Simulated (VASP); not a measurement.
The system is CsPbCl3.

```xyz
5
Lattice="5.6050 0.0000 0.0000 0.0000 5.6050 0.0000 0.0000 0.0000 5.6050" Properties=species:S:1:pos:R:3 pbc="T T T"
Cs    0.0000    0.0000    0.0000
Pb    2.8025    2.8025    2.8025
Cl    2.8025    2.8025    0.0000
Cl    0.0000    2.8025    2.8025
Cl    2.8025    0.0000    2.8025
```

| Property | Result |
| --- | --- |
| Program | VASP 6.6.1 |
| Task | relaxation of cell and atoms |
| Functional | LDA |
| Potentials or basis | VASP PAW LDA potentials, release 64 (Cs_sv, Pb_d, Cl) |
| Cutoff | 600 eV |
| k mesh | 6 × 6 × 6 |
| Occupations | fermi-dirac, width 0.02 eV |
| Spin | no spin polarisation |

At the start: pressure -1.2 GPa; volume 35.22 Å³/atom.

Where does the relaxation end?

Over 3 steps the energy falls by 5.6 meV/atom and the volume is 33.74 Å³/atom (-4.2 %); space group Pm-3m (No. 221, to 0.1 Å) before and after.

The path:
```csv
step,energy change (eV),largest force (eV/Å),pressure (GPa),volume (Å³)
1,0.0000,0.0000,-1.16,176.09
2,-0.0274,0.0000,-0.17,169.65
3,-0.0279,0.0000,-0.01,168.68
```

Final structure:
```cif
data_structure
_symmetry_space_group_name_H-M 'P 1'
_symmetry_Int_Tables_number 1
_cell_length_a 5.5253
_cell_length_b 5.5253
_cell_length_c 5.5253
_cell_angle_alpha 90.000
_cell_angle_beta 90.000
_cell_angle_gamma 90.000
_cell_volume 168.68
loop_
_atom_site_label
_atom_site_type_symbol
_atom_site_fract_x
_atom_site_fract_y
_atom_site_fract_z
_atom_site_occupancy
Cs1 Cs 0.00000 0.00000 0.00000 1
Pb1 Pb 0.50000 0.50000 0.50000 1
Cl1 Cl 0.50000 0.50000 0.00000 1
Cl2 Cl 0.00000 0.50000 0.50000 1
Cl3 Cl 0.50000 0.00000 0.50000 1
```
